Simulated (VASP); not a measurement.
Rh: single point with PBEsol

Crystal: Rh.

```
Rh
1.0
     0.00000    1.84275    1.89000
     1.89000    0.00000    1.89000
     1.89000    1.84275    0.00000
Rh
1
Direct
  0.00000 0.00000 0.00000
```

This cell differs from its parent crystal: strain -0.0250 x Voigt [0, 1, 0, 0, 0, 0].

* Program: VASP 6.6.1
* Task: single point
* Functional: PBEsol
* Potentials or basis: VASP PAW PBE potentials, release 64 (Rh_pv)
* Cutoff: 520 eV
* k mesh: 28 × 28 × 28
* Occupations: gaussian, width 0.15 eV
* Spin: no spin polarisation

```
Pressure               : 8.1 GPa
Band gap on the k mesh : zero (an odd number of electrons rules out a gap without spin polarisation)
```

Stress tensor (GPa, compression positive):
```
 5.77  0.00  0.00
 0.00 12.73  0.00
 0.00  0.00  5.77
```

Levels at points of the mesh, in eV from the Fermi level:
```tsv
k point	band 3	band 4	band 5	band 6	band 7	band 8	band 9	band 10	band 11	band 12
(0.00, 0.00, 0.00)	-46.40	-8.38	-3.40	-3.40	-3.12	-1.23	-0.88	15.90	20.24	21.31
(0.50, 0.00, 0.00)	-46.50	-6.54	-3.54	-3.23	0.55	0.61	0.71	9.06	15.40	20.25
(0.50, 0.50, 0.00)	-46.69	-6.77	-6.37	0.61	0.94	1.19	3.05	12.55	13.49	13.81
(0.50, 0.00, 0.50)	-46.75	-6.78	-6.40	0.59	1.09	1.09	3.62	13.18	13.18	13.29
```

It took 2.1 min on 1 thread of AMD EPYC 9R45 96-Core Processor (Zen 5) (shared host), peak memory 0.33 GiB.

Caveat: the cell differs from its parent crystal (strain -0.0250 x Voigt [0, 1, 0, 0, 0, 0]); the stress differs along the axes, from 6 to 13 GPa; the PAW data sets were made with another functional, which shifts forces and pressure a little.
